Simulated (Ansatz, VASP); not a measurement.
KF in VASP and in Ansatz

INCAR

```
SYSTEM = KF
PREC = Accurate
ENCUT = 520
EDIFF = 1E-7
ISMEAR = 0
SIGMA = 0.01
LREAL = .FALSE.
LASPH = .TRUE.
NELM = 60
ALGO = Normal
ISIF = 2
LWAVE = .FALSE.
LCHARG = .TRUE.
GGA = PE
LELF = .TRUE.
LVHAR = .TRUE.
NBANDS = 15
```

KPOINTS

```
Automatic mesh
0
G
  5 5 5
  0 0 0
```

POSCAR

```
KF
1.0
    3.2589500000      0.0000000000      0.0000000000
    0.0000000000      3.2589500000      0.0000000000
    0.0000000000      0.0000000000      3.2589500000
K F
1 1
Direct
    0.0030684730      0.0000000000      0.0000000000
    0.5000000000      0.5000000000      0.5000000000
```

Input for Ansatz:

```yaml
crystal:
  lattice:
    - [3.25895, 0.0, 0.0]
    - [0.0, 3.25895, 0.0]
    - [0.0, 0.0, 3.25895]
  atoms:
    - { symbol: K, position: [0.003068472974424278, 0.0, 0.0] }
    - { symbol: F, position: [0.5, 0.5, 0.5] }
basis:
  ecutwfc: 462.593566181796
kpoints:
  mp_grid:
    grid: [5, 5, 5]
    shift: [0.0, 0.0, 0.0]
hamiltonian:
  xc: pbe
  pseudopotentials:
    kind: paw
scf:
  occupations:
    method: fixed
output:
  polarization: {}
```

Alike in both runs: task single point; functional PBE; k mesh 5 × 5 × 5; no spin polarisation.

```csv
,VASP,Ansatz
version,VASP 6.6.1,Ansatz 0.2.0
potentials or method,"VASP PAW PBE potentials, release 64 (K_sv, F), cutoff 520 eV","plane waves, PAW"
occupations,"gaussian, width 0.01 eV",fixed
valence electrons in the cell,16,16
```

VASP gave:

- gap on the k mesh at the Fermi level (eV): 6.29

Task: Estimate Ansatz's values.

Result: gap on the k mesh at the Fermi level (eV): 6.30.
